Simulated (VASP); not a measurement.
Input of a VASP 6.6.1 run:

POSCAR

```
Ge
1.0
    3.9976152111      0.0000000000      0.0000000000
   -1.9988076055      3.4620363274      0.0000000000
    0.0000000000      0.0000000000      6.7246759057
Ge
4
Direct
    0.3333333333      0.6666666667      0.0014442097
    0.6666666667      0.3333333333      0.5014442097
    0.3333333333      0.6666666667      0.3735557903
    0.6666666667      0.3333333333      0.8735557903
```

Contents of INCAR.step1:

```
SYSTEM = Ge
ALGO = Normal
EDIFF = 1E-4
ENCUT = 520
GGA = PE
ISMEAR = -1
LASPH = .True.
LCHARG = .False.
LREAL = .False.
LWAVE = .True.
NBANDS = 36
NELM = 60
PREC = Accurate
SIGMA = 0.02
```

File INCAR.step2:

```
SYSTEM = Ge
ALGO = Normal
EDIFF = 1E-6
ENCUT = 520
ISIF = 2
ISMEAR = -1
ISTART = 1
LASPH = .True.
LCHARG = .True.
LELF = .True.
LMIXTAU = .True.
LREAL = .False.
LVHAR = .True.
LWAVE = .False.
METAGGA = R2SCAN
NBANDS = 36
NELM = 60
PREC = Accurate
SIGMA = 0.02
```

The input KPOINTS:

```
k-points
0
Gamma
  12 12 4
  0 0 0
```

Potentials or basis: VASP PAW PBE potentials, release 64 (Ge_d).

Launch:

```console
$ cat potpaw_PBE.64/Ge_d/POTCAR > POTCAR
$ cp INCAR.step1 INCAR
$ mpirun -np 1 vasp_std > vasp.out
$ cp INCAR.step2 INCAR
$ mpirun -np 1 vasp_std > vasp.out
```

Q: Predict the pressure.

A: -1.3 GPa.

Q: Estimate the band gap on the k mesh.

A: Zero (filled and empty bands touch).

Stress tensor (GPa, compression positive):
```
-0.36  0.00  0.00
 0.00 -0.36  0.00
 0.00  0.00 -3.03
```

Caveat: the cell differs from its parent crystal (uniaxial z strain +2.0%); semilocal functionals underestimate gaps, so a narrow gap can read as zero; the PAW data sets were made with another functional, which shifts forces and pressure a little.
